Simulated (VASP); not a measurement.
# Al (P6_3/mmc) in VASP: a series of runs, part 2 of 2

VASP 6.6.1.

## 3. Single point, PBEsol+D3(BJ) (volume 14.987 Å^3 an atom, c/a of the conventional cell 3.2820)

The input, INCAR:

```
SYSTEM = Al
ALGO = Fast
EDIFF = 1E-6
ENCUT = 520
GGA = PS
ISIF = 2
ISMEAR = 0
IVDW = 12
LASPH = .True.
LCHARG = .False.
LREAL = .False.
LWAVE = .False.
NBANDS = 14
NELM = 100
PREC = Accurate
SIGMA = 0.15
```

The input, KPOINTS:

```
k-points
0
Gamma
  18 18 6
  0 0 0
```

The input, POSCAR:

```
Al
1.0
    2.7629351428      0.0000000000      0.0000000000
   -1.3814675714      2.3927720227      0.0000000000
    0.0000000000      0.0000000000      9.0678157309
Al
4
Direct
    0.0000000000      0.0000000000      0.0000000000
    0.3333333333      0.6666666667      0.2500000000
    0.0000000000      0.0000000000      0.5000000000
    0.6666666667      0.3333333333      0.7500000000
```

Potentials or basis: VASP PAW PBE potentials, release 64 (Al).

Launch:

```console
$ cat potpaw_PBE.64/Al/POTCAR > POTCAR
$ mpirun -np 1 vasp_std > vasp.out
```

OUTCAR:

```text
SYSTEM = Al
   EDIFF = 1E-6
   ENCUT = 520
   GGA = PS
   ISIF = 2
   ISMEAR = 0
   IVDW = 12
   LASPH = .True.
   LREAL = .False.
   NELM = 100
   PREC = Accurate
 IVDW          = 12

 ion  position               nearest neighbor table
   1  0.000  0.000  0.000-   2 2.77   4 2.77   4 2.77   2 2.77   4 2.77   2 2.77
   2  0.333  0.667  0.250-   1 2.77   3 2.77   1 2.77   3 2.77   1 2.77   3 2.77
   3  0.000  0.000  0.500-   2 2.77   4 2.77   4 2.77   2 2.77   4 2.77   2 2.77
   4  0.667  0.333  0.750-   1 2.77   3 2.77   1 2.77   3 2.77   1 2.77   3 2.77

[... 616 lines left out ...]
  Direction    XX          YY          ZZ          XY          YZ          ZX
  --------------------------------------------------------------------------------------
  -------------------------------------------------------------------------------------
  Total       1.54848     1.54848     1.51751     0.00000    -0.00000     0.00000
  in kB      41.38475    41.38475    40.55713     0.00000    -0.00000     0.00000
  external pressure =       41.11 kB  Pullay stress =        0.00 kB

 VOLUME and BASIS-vectors are now :
 -----------------------------------------------------------------------------
  energy-cutoff  :      520.00
  volume of cell :       59.95
      direct lattice vectors                 reciprocal lattice vectors
     2.762935143  0.000000000  0.000000000     0.361933939  0.208962657  0.000000000
    -1.381467571  2.392772023  0.000000000     0.000000000  0.417925314  0.000000000
     0.000000000  0.000000000  9.067815731     0.000000000  0.000000000  0.110280141

 POSITION                                       TOTAL-FORCE (eV/Angst)
 -----------------------------------------------------------------------------------
      0.00000      0.00000      0.00000         0.000000      0.000000      0.000000
     -0.00000      1.59518      2.26695        -0.000000     -0.000000     -0.000000
      0.00000      0.00000      4.53391         0.000000      0.000000      0.000000
      1.38147      0.79759      6.80086         0.000000      0.000000      0.000000
 -----------------------------------------------------------------------------------
    total drift:                               -0.000000     -0.000000      0.000000

  FREE ENERGIE OF THE ION-ELECTRON SYSTEM (eV)
  ---------------------------------------------------
  free  energy   TOTEN  =       -17.6106226550 eV

  energy  without entropy=      -17.5932185070  energy(sigma->0) =      -17.60192058
```

OSZICAR:

```text
N       E                     dE             d eps       ncg     rms          rms(c)
DAV:   1     0.579727106184E+01    0.57973E+01   -0.41982E+03  4152   0.663E+02
DAV:   2    -0.156288764181E+02   -0.21426E+02   -0.19757E+02  5320   0.923E+01
DAV:   3    -0.163304864560E+02   -0.70161E+00   -0.69339E+00  5520   0.135E+01
DAV:   4    -0.163351554617E+02   -0.46690E-02   -0.46676E-02  4866   0.136E+00
DAV:   5    -0.163352049168E+02   -0.49455E-04   -0.49454E-04  5534   0.147E-01    0.315E+00
RMM:   6    -0.162604813061E+02    0.74724E-01   -0.63183E-03  4162   0.407E-01    0.181E+00
RMM:   7    -0.162108651350E+02    0.49616E-01   -0.15931E-02  4274   0.640E-01    0.215E-01
RMM:   8    -0.162103693275E+02    0.49581E-03   -0.11852E-03  4422   0.217E-01    0.323E-02
RMM:   9    -0.162103839129E+02   -0.14585E-04   -0.21574E-04  4794   0.104E-01    0.440E-02
RMM:  10    -0.162103862627E+02   -0.23497E-05   -0.31566E-05  4871   0.357E-02    0.177E-02
RMM:  11    -0.162103803841E+02    0.58786E-05   -0.78749E-06  4748   0.174E-02    0.275E-02
RMM:  12    -0.162103817520E+02   -0.13679E-05   -0.24045E-06  4093   0.965E-03    0.267E-02
RMM:  13    -0.162103809314E+02    0.82063E-06   -0.53223E-07  2683   0.512E-03
   1 F= -.17610623E+02 E0= -.17601921E+02  d E =-.174041E-01
```

Wall time 49 s (1 thread of Intel Xeon 6975P-C (Granite Rapids), shared host); peak memory 0.25 GiB.

What came out:

```yaml
Free_energy: -17.6106 eV
Pressure: 4.1 GPa
Band_gap_on_the_k_mesh: zero (band 6 reaches 13.02 eV, above the bottom of band 7 at 7.37 eV)
Dispersion_energy_per_atom: -0.350 eV
```

Stress tensor (GPa, compression positive):
```
4.14 0.00 0.00
0.00 4.14 0.00
0.00 0.00 4.06
```

Levels at points of the mesh, in eV from the Fermi level:
| k point | band 4 | band 5 | band 6 | band 7 | band 8 | band 9 |
| --- | --- | --- | --- | --- | --- | --- |
| (0.00, 0.00, 0.00) | -4.99 | -4.56 | 3.55 | 3.56 | 11.50 | 11.50 |
| (0.50, 0.00, 0.00) | -4.14 | -3.39 | -3.37 | 0.81 | 1.20 | 1.49 |
| (0.00, 0.00, 0.50) | -7.81 | -0.96 | -0.96 | 8.65 | 8.65 | 11.81 |
| (0.50, 0.00, 0.50) | -5.04 | -1.94 | -1.94 | -1.24 | -1.24 | 4.82 |

Caveat: the PAW data sets were made with another functional, which shifts forces and pressure a little; pairwise dispersion overbinds metals, which lowers pressure and volume.

## 4. Single point, PBEsol+D3(BJ) (volume 14.987 Å^3 an atom, c/a of the conventional cell 3.4853)

The input, INCAR:

```
SYSTEM = Al
PREC = Accurate
ENCUT = 520
EDIFF = 1E-6
ISMEAR = 0
SIGMA = 0.15
LREAL = .False.
LASPH = .True.
NELM = 100
ALGO = Fast
ISIF = 2
LWAVE = .False.
LCHARG = .False.
GGA = PS
IVDW = 12
NBANDS = 14
```

The input, KPOINTS:

```
Automatic mesh
0
Gamma
  18 18 6
  0 0 0
```

The input, POSCAR:

```
Al
1.0
    2.7081203887      0.0000000000      0.0000000000
   -1.3540601943      2.3453010532      0.0000000000
    0.0000000000      0.0000000000      9.4386119909
Al
4
Direct
    0.0000000000      0.0000000000      0.0000000000
    0.3333333333      0.6666666667      0.2500000000
    0.0000000000      0.0000000000      0.5000000000
    0.6666666667      0.3333333333      0.7500000000
```

Launch:

```console
$ cat potpaw_PBE.64/Al/POTCAR > POTCAR
$ mpirun -np 1 vasp_std > vasp.out
```

It took 50 s on 1 thread of Intel Xeon 6975P-C (Granite Rapids), shared host; peak memory 0.23 GiB.

It converged, with:

| Property | Result |
| --- | --- |
| Free energy | -17.5538 eV |
| Pressure | 4.7 GPa |
| Band gap on the k mesh | zero (band 6 reaches 12.25 eV, above the bottom of band 7 at 7.59 eV) |
| Dispersion energy per atom | -0.350 eV |

Stress tensor (GPa, compression positive):
```
7.04 0.00 0.00
0.00 7.04 0.00
0.00 0.00 0.09
```

Levels at points of the mesh, in eV from the Fermi level:
```
           k point  band 3  band 4  band 5  band 6  band 7  band 8  band 9  band 10
(0.00, 0.00, 0.00)  -10.14   -5.31   -5.30    2.42    2.43   11.60   12.42    12.42
(0.50, 0.00, 0.00)   -4.07   -4.04   -3.25   -3.21    0.79    0.98    1.14     1.41
(0.00, 0.00, 0.50)   -8.11   -8.11   -1.78   -1.78    7.22    7.22   12.63    12.63
(0.50, 0.00, 0.50)   -4.79   -4.79   -1.96   -1.96   -1.26   -1.26    4.28     4.28
```

Caveat: the PAW data sets were made with another functional, which shifts forces and pressure a little; pairwise dispersion overbinds metals, which lowers pressure and volume.

## 5. Single point, PBEsol+D3(BJ) (volume 14.987 Å^3 an atom, c/a of the conventional cell 3.3484)

The input, INCAR:

```
PREC = Accurate ; ENCUT = 520
EDIFF = 1E-7 ; ISMEAR = 0
SIGMA = 0.15 ; LREAL = F
LASPH = T ; NELM = 100
ALGO = Normal ; ISIF = 2
LWAVE = F ; LCHARG = F
GGA = PS ; IVDW = 12
NBANDS = 14
```

The input, KPOINTS:

```
regular mesh
0
Gamma
  18 18 6
```

The input, POSCAR:

```
Al
1.0
    2.7445358701      0.0000000000      0.0000000000
   -1.3722679350      2.3768377851      0.0000000000
    0.0000000000      0.0000000000      9.1898039074
Al
4
Direct
    0.0000000000      0.0000000000      0.0000000000
    0.3333333333      0.6666666667      0.2500000000
    0.0000000000      0.0000000000      0.5000000000
    0.6666666667      0.3333333333      0.7500000000
```

Launch:

```console
$ cat potpaw_PBE.64/Al/POTCAR > POTCAR
$ mpirun -np 1 vasp_std > vasp.out
```

It took 36 s on 1 thread of Intel Xeon 6975P-C (Granite Rapids), shared host; peak memory 0.23 GiB.

The run converged. Its results:

```
Free energy                : -17.6029 eV
Pressure                   : 4.2 GPa
Band gap on the k mesh     : zero (band 6 reaches 12.75 eV, above the bottom of band 7 at 7.44 eV)
Dispersion energy per atom : -0.350 eV
```

Stress tensor (GPa, compression positive):
```
5.21 0.00 0.00
0.00 5.21 0.00
0.00 0.00 2.16
```

Levels at points of the mesh, in eV from the Fermi level:
```tsv
k point	band 3	band 4	band 5	band 6	band 7	band 8	band 9	band 10
(0.00, 0.00, 0.00)	-10.05	-5.11	-4.81	3.16	3.17	11.83	11.83	11.85
(0.50, 0.00, 0.00)	-4.13	-4.12	-3.34	-3.33	0.79	1.17	1.31	1.69
(0.00, 0.00, 0.50)	-7.91	-7.91	-1.25	-1.25	8.16	8.16	12.09	12.09
(0.50, 0.00, 0.50)	-4.96	-4.96	-1.95	-1.95	-1.25	-1.25	4.65	4.65
```

Caveat: the PAW data sets were made with another functional, which shifts forces and pressure a little; pairwise dispersion overbinds metals, which lowers pressure and volume.

## 6. Summary

| cell | gap on the mesh (eV) | pressure (GPa) |
| --- | --- | --- |
| a = 2.800, b = 2.800, c = 8.829 Å, angles 90.0, 90.0, 120.0°, 4 atoms | none | 4.2 |
| a = 2.763, b = 2.763, c = 9.068 Å, angles 90.0, 90.0, 120.0°, 4 atoms | none | 4.1 |
| a = 2.708, b = 2.708, c = 9.439 Å, angles 90.0, 90.0, 120.0°, 4 atoms | none | 4.7 |
| a = 2.745, b = 2.745, c = 9.190 Å, angles 90.0, 90.0, 120.0°, 4 atoms | none | 4.2 |

Alike in all rows: task single point; level PBEsol+D3(BJ); potentials or basis VASP PAW PBE potentials, release 64 (Al); no spin polarisation; k mesh 18 × 18 × 6; cutoff (eV) 520; smearing gaussian 0.15 eV.

Caveats: the PAW data sets were made with another functional, which shifts forces and pressure a little; pairwise dispersion overbinds metals, which lowers pressure and volume.

Total energies depend on the potentials used, so only differences within one code and one set of settings carry meaning.
